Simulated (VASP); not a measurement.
# Cd3SnS4 (I4/mmm) in VASP: single point with PBE

Aim: the single point of Cd3SnS4 with PBE.

Everything below comes from runs of VASP 6.6.1. Logs are shortened: lines on timing, memory, paths and dates and some standing lists are left out, and cuts for length are marked.

## Step 1: The cell of the first run

It takes space group I4/mmm (No. 139, tetragonal). The conventional cell has a = 5.603 Å, b = 5.603 Å, c = 11.076 Å, α = 90.00°, β = 90.00°, γ = 90.00°. Within 3.5 Å of Cd (site symmetry 4/mmm) lie 6 S at 2.68 to 2.80 Å. Cd (site symmetry -4m2) has 6 S at 2.77 to 2.80 Å within 3.6 Å. Within 3.7 Å of Sn (site symmetry 4/mmm) lie 6 S at 2.80 to 2.86 Å. S (site symmetry mmm) has 4 Cd at 2.77 to 2.80 Å and 2 Sn at 2.80 Å within 3.6 Å. S (site symmetry 4mm) has 5 Cd at 2.68 to 2.80 Å and 1 Sn at 2.86 Å within 3.5 Å.

The cell was generated, and may not be a known phase.

## Step 2: Single point, PBE

The input, INCAR:

```
SYSTEM = Cd3SnS4
ALGO = Normal ; EDIFF = 1E-7
ENCUT = 520 ; GGA = PE
ISIF = 2 ; ISMEAR = 0
LASPH = .TRUE. ; LCHARG = .FALSE.
LREAL = .FALSE. ; LWAVE = .FALSE.
NBANDS = 47 ; NELM = 80
PREC = Accurate ; SIGMA = 0.1
```

The input, KPOINTS:

```
k-points
0
G
  8 8 8
  0 0 0
```

The input, POSCAR:

```
Cd3SnS4
1.0
   -2.8017376094      2.8017376094      5.5380987914
    2.8017376094     -2.8017376094      5.5380987914
    2.8017376094      2.8017376094     -5.5380987914
Cd Sn S
3 1 4
Direct
    0.5000000000      0.5000000000      0.0000000000
    0.7500000000      0.2500000000      0.5000000000
    0.2500000000      0.7500000000      0.5000000000
    0.0000000000      0.0000000000      0.0000000000
    0.0000000000      0.5000000000      0.5000000000
    0.5000000000      0.0000000000      0.5000000000
    0.2583230414      0.2583230414      0.0000000000
    0.7416769586      0.7416769586      0.0000000000
```

Potentials or basis: VASP PAW PBE potentials, release 64 (Cd, Sn_d, S).

Run with:

```bash
$ cat potpaw_PBE.64/Cd/POTCAR potpaw_PBE.64/Sn_d/POTCAR potpaw_PBE.64/S/POTCAR > POTCAR
$ mpirun -np 1 vasp_std > vasp.out
```

OUTCAR:

```text
SYSTEM = Cd3SnS4
   EDIFF = 1E-7
   ENCUT = 520
   GGA = PE
   ISIF = 2
   ISMEAR = 0
   LASPH = .TRUE.
   LREAL = .FALSE.
   NELM = 80
   PREC = Accurate

 ion  position               nearest neighbor table
   1  0.500  0.500  0.000-   7 2.68   8 2.68   5 2.80   6 2.80   6 2.80   5 2.80
   2  0.750  0.250  0.500-   5 2.77   6 2.77   7 2.80   8 2.80   7 2.80   8 2.80
   3  0.250  0.750  0.500-   5 2.77   6 2.77   7 2.80   8 2.80   7 2.80   8 2.80
   4  0.000  0.000  0.000-   5 2.80   6 2.80   5 2.80   6 2.80   7 2.86   8 2.86
   5  0.000  0.500  0.500-   2 2.77   3 2.77   1 2.80   4 2.80   4 2.80   1 2.80
   6  0.500  0.000  0.500-   2 2.77   3 2.77   1 2.80   4 2.80   1 2.80   4 2.80
   7  0.258  0.258  0.000-   1 2.68   2 2.80   3 2.80   3 2.80   2 2.80   4 2.86
   8  0.742  0.742  0.000-   1 2.68   2 2.80   3 2.80   2 2.80   3 2.80   4 2.86

  LATTYP: Found a body centered tetragonal cell.
 ALAT       =     5.6034752188
 C/A-ratio  =     1.9766657566

  Lattice vectors:

 A1 = (  -2.8017376094,   2.8017376094,   5.5380987914)
 A2 = (   2.8017376094,  -2.8017376094,   5.5380987914)
 A3 = (   2.8017376094,   2.8017376094,  -5.5380987914)

Analysis of symmetry for initial positions (statically):
=====================================================================
 Subroutine PRICEL returns:
 Original cell was already a primitive cell.

 Routine SETGRP: Setting up the symmetry group for a
 body centered tetragonal supercell.

 Subroutine GETGRP returns: Found 16 space group operations
 (whereof 16 operations were pure point group operations)
 out of a pool of 16 trial point group operations.

The static configuration has the point symmetry D_4h.

Analysis of symmetry for dynamics (positions and initial velocities):
=====================================================================
 Subroutine PRICEL returns:
 Original cell was already a primitive cell.

 Routine SETGRP: Setting up the symmetry group for a
 body centered tetragonal supercell.

 Subroutine GETGRP returns: Found 16 space group operations
 (whereof 16 operations were pure point group operations)
 out of a pool of 16 trial point group operations.

The dynamic configuration has the point symmetry D_4h.

 Subroutine INISYM returns: Found 16 space group operations
 (whereof 16 operations are pure point group operations),
 and found     1 'primitive' translations

----------------------------------------------------------------------------------------

                                     Primitive cell

  volume of cell :     173.8904

  direct lattice vectors                    reciprocal lattice vectors
    -2.801737609  2.801737609  5.538098791     0.000000000  0.178460680  0.090283691
     2.801737609 -2.801737609  5.538098791     0.178460680  0.000000000  0.090283691
     2.801737609  2.801737609 -5.538098791     0.178460680  0.178460680  0.000000000

  length of vectors
     6.809552517  6.809552517  6.809552517     0.199998398  0.199998398  0.252381515

  position of ions in fractional coordinates (direct lattice)
     0.500000000  0.500000000  0.000000000
     0.750000000  0.250000000  0.500000000
     0.250000000  0.750000000  0.500000000
     0.000000000  0.000000000  0.000000000
     0.000000000  0.500000000  0.500000000
     0.500000000  0.000000000  0.500000000
     0.258323041  0.258323041  0.000000000
     0.741676959  0.741676959  0.000000000

  ion indices of the primitive-cell ions
   primitive index   ion index
                 1           1
                 2           2
                 3           3
                 4           4
                 5           5
                 6           6
                 7           7
                 8           8

----------------------------------------------------------------------------------------

 KPOINTS: k-points

Automatic generation of k-mesh.
 Grid dimensions read from file:
 generate k-points for:    8    8    8

 Generating k-lattice:

  Cartesian coordinates                     Fractional coordinates (reciprocal lattice)
     0.000000000  0.022307585  0.011285461     0.125000000  0.000000000  0.000000000
     0.022307585  0.000000000  0.011285461     0.000000000  0.125000000  0.000000000
     0.022307585  0.022307585  0.000000000     0.000000000  0.000000000  0.125000000

  Length of vectors
     0.024999800  0.024999800  0.031547689

  Shift w.r.t. Gamma in fractional coordinates (k-lattice)
     0.000000000  0.000000000  0.000000000

 Subroutine IBZKPT returns following result:
 ===========================================

 Found     59 irreducible k-points:

 Following reciprocal coordinates:
            Coordinates               Weight
  0.000000  0.000000  0.000000      1.000000
  0.125000  0.000000 -0.000000      8.000000
  0.250000  0.000000 -0.000000      8.000000
  0.375000  0.000000 -0.000000      8.000000
  0.500000  0.000000 -0.000000      4.000000
  0.125000  0.125000 -0.000000      8.000000
[... 16 lines left out ...]
  0.250000  0.125000  0.125000     16.000000
  0.375000  0.125000  0.125000      8.000000
 [... further k-points ...]
   k-points           NKPTS =     59   k-points in BZ     NKDIM =     59   number of bands    NBANDS=     47
   number of dos      NEDOS =    301   number of ions     NIONS =      8
   total plane-waves  NPLWV = 157464
   dimension x,y,z NGX =    54 NGY =   54 NGZ =   54
   dimension x,y,z NGXF=   108 NGYF=  108 NGZF=  108
   ions per type =               3   1   4
   NGX,Y,Z   is equivalent  to a cutoff of  13.18, 13.18, 13.18 a.u.
   NGXF,Y,Z  is equivalent  to a cutoff of  26.37, 26.37, 26.37 a.u.
 SYSTEM =  Cd3SnS4
   PREC   = accura    normal or accurate (medium, high low for compatibility)
   ISTART =      0    job   : 0-new  1-cont  2-samecut
   ICHARG =      2    charge: 1-file 2-atom 10-const
   ISPIN  =      1    spin polarized calculation?
   LNONCOLLINEAR =      F non collinear calculations
   LSORBIT =      F    spin-orbit coupling
   LASPH  =      T    aspherical Exc in radial PAW
   ENCUT  =  520.0 eV  38.22 Ry    6.18 a.u.  12.66 12.66 12.66*2*pi/ulx,y,z
   NELM   =     80;   NELMIN=  2; NELMDL= -5     # of ELM steps
   EDIFF  = 0.1E-06   stopping-criterion for ELM
   LREAL  =      F    real-space projection
   EDIFFG = 0.1E-05   stopping-criterion for IOM
   NSW    =      0    number of steps for IOM
   IBRION =     -1    ionic relax: 0-MD 1-quasi-New 2-CG
   NFREE  =      0    steps in history (QN), initial steepest desc. (CG)
   ISIF   =      2    stress and relaxation
   ISYM   =      2    0-nonsym 1-usesym 2-fastsym
   POTIM  = 0.5000    time-step for ionic-motion
   TEBEG  =    0.0;   TEEND  =   0.0 temperature during run
   PSTRESS=    0.0 pullay stress
   NELECT =      74.0000    total number of electrons
   NUPDOWN=      -1.0000    fix difference up-down
   EMIN   =  10.00;   EMAX   =-10.00  energy-range for DOS
   EFERMI =   0.00;   METHOD = LEGACY
   ISMEAR =     0;   SIGMA  =   0.10  broadening in eV -4-tet -1-fermi 0-gaus
   EFERMI_NEDOS =   21; number of points for ismear=-14 and -15
   IALGO  =     38    algorithm
   IMIX   =      4    mixing-type and parameters
     AMIX     =   0.40;   BMIX     =  1.00
     AMIX_MAG =   1.60;   BMIX_MAG =  1.00
  volume/ion in A,a.u.               =      21.74       146.68
  Fermi-wavevector in a.u.,A,eV,Ry     =   1.231384  2.326978 20.630606  1.516307
  Thomas-Fermi vector in A             =   2.366196
   LORBIT       =      0    0 simple, 1 ext, 2 COOP (PROOUT), +10 PAW based schemes
   GGA     = PE    functional components
   LHFCALC =     F    Hartree Fock is set to
   AEXX    =    0.0000 exact exchange contribution
   IVDW    =     0    specifies the selected vdW correction
   LEPSILON=     F    determine dielectric tensor
   LRPA    =     F    only Hartree local field effects (RPA)
 non-spin polarized calculation
 Gauss-broadening in eV      SIGMA  =   0.10
  energy-cutoff  :      520.00
  volume of cell :      173.89
 maximum number of plane-waves:      4716
 NGX is ok and might be reduce to    54
   NGX = 25   NGY = 25   NGZ = 25

 number of electron      74.0000006 magnetization

 Free energy of the ion-electron system (eV)
  ---------------------------------------------------
  ext. energy  EPLUGINS =         0.00000000
  ---------------------------------------------------
  free energy    TOTEN  =       -26.37816604 eV

  energy without entropy =      -26.37505984  energy(sigma->0) =      -26.37661294

 E-fermi :   4.6333     XC(G=0): -10.1703

 val. band max:        4.6301638053   @ k =  -0.2500  -0.3750   0.2500
 cond. band min:       4.6961914719   @ k =  -0.1250   0.1250   0.0000
 fundamental gap:      0.0660276666
 Fermi energy:         4.6332938683

 k-point     1 :       0.0000    0.0000    0.0000
  band No.  band energies     occupation
      1     -17.0007      2.00000
      2     -16.9745      2.00000
      3     -16.9725      2.00000
      4     -16.9725      2.00000
      5     -16.9461      2.00000
      6      -9.2931      2.00000
[... 39 lines left out ...]
     46      10.4493      0.00000
     47      10.4493      0.00000

 k-point     2 :       0.1250    0.0000   -0.0000
  band No.  band energies     occupation
      1     -17.0004      2.00000
      2     -16.9738      2.00000
      3     -16.9725      2.00000
      4     -16.9725      2.00000
      5     -16.9461      2.00000
      6      -9.2394      2.00000
[... 39 lines left out ...]
     46      10.4666      0.00000
     47      10.5170      0.00000

 k-point     3 :       0.2500    0.0000   -0.0000
  band No.  band energies     occupation
      1     -16.9999      2.00000
      2     -16.9726      2.00000
      3     -16.9724      2.00000
      4     -16.9720      2.00000
      5     -16.9462      2.00000
      6      -9.0858      2.00000
[... 1039 lines left out ...]
     46       9.6208      0.00000
     47      10.2460      0.00000

 k-point    24 :       0.3750    0.1250    0.1250
  band No.  band energies     occupation
      1     -16.9983      2.00000
      2     -16.9727      2.00000
      3     -16.9726      2.00000
      4     -16.9673      2.00000
      5     -16.9466      2.00000
      6      -8.4891      2.00000
[... 39 lines left out ...]
     46       9.4289      0.00000
     47      10.0518      0.00000

 [... further k-points ...]
[... 5 lines left out ...]
  --------------------------------------------------------------------------------------
  -------------------------------------------------------------------------------------
  Total        0.2121661      0.2121661      0.2696942      0.0000000      0.0000000     -0.0000000
  in kB        1.9548387      1.9548387      2.4848869      0.0000000      0.0000000     -0.0000000
  external PRESSURE =       2.1315215 kB  Pullay stress =       0.0000000 kB

 VOLUME and BASIS-vectors are now :
 -----------------------------------------------------------------------------
  energy-cutoff  :      520.00
  volume of cell :      173.89
      direct lattice vectors                 reciprocal lattice vectors
    -2.801737609  2.801737609  5.538098791     0.000000000  0.178460680  0.090283691
     2.801737609 -2.801737609  5.538098791     0.178460680  0.000000000  0.090283691
     2.801737609  2.801737609 -5.538098791     0.178460680  0.178460680  0.000000000

 POSITION                                       TOTAL-FORCE (eV/Angst)
 -----------------------------------------------------------------------------------
      0.00000      0.00000      5.53810        -0.000000     -0.000000      0.000000
      0.00000      2.80174      2.76905        -0.000000     -0.000000     -0.000000
      2.80174      0.00000      2.76905        -0.000000     -0.000000     -0.000000
      0.00000      0.00000      0.00000        -0.000000     -0.000000     -0.000000
      2.80174      0.00000      0.00000        -0.000000     -0.000000      0.000000
      0.00000      2.80174      0.00000        -0.000000     -0.000000      0.000000
      0.00000      0.00000      2.86124        -0.000000     -0.000000     -0.021794
      0.00000      0.00000      8.21496         0.000000      0.000000      0.021794
 -----------------------------------------------------------------------------------
    total drift:                                0.000000      0.000000      0.000000

  FREE ENERGIE OF THE ION-ELECTRON SYSTEM (eV)
  ---------------------------------------------------
  free  energy   TOTEN  =       -26.3781660401 eV

  energy  without entropy=      -26.3750598356  energy(sigma->0) =      -26.37661294
```

It took 12 min on 1 thread of Intel Xeon Platinum 8488C (Sapphire Rapids), shared host; peak memory 0.67 GiB.

Results:

| Quantity | Value |
| --- | --- |
| Free energy | -26.3782 eV |
| Pressure | 0.2 GPa |
| Largest force | 0.022 eV/Å |
| Band gap on the k mesh | zero (bands 37 and 38 overlap by 1.77 eV) |

Forces in eV/Å, atoms in the order of the input:
```
Cd   0.000  0.000  0.000
Cd   0.000  0.000  0.000
Cd   0.000  0.000  0.000
Sn   0.000  0.000  0.000
S    0.000  0.000  0.000
S    0.000  0.000  0.000
S    0.000  0.000 -0.022
S    0.000  0.000  0.022
```

Caveat: spin-orbit coupling is left out, which moves the levels of the heavy elements.

The gap in the log of VASP goes by the Fermi energy; the results here count the filled bands.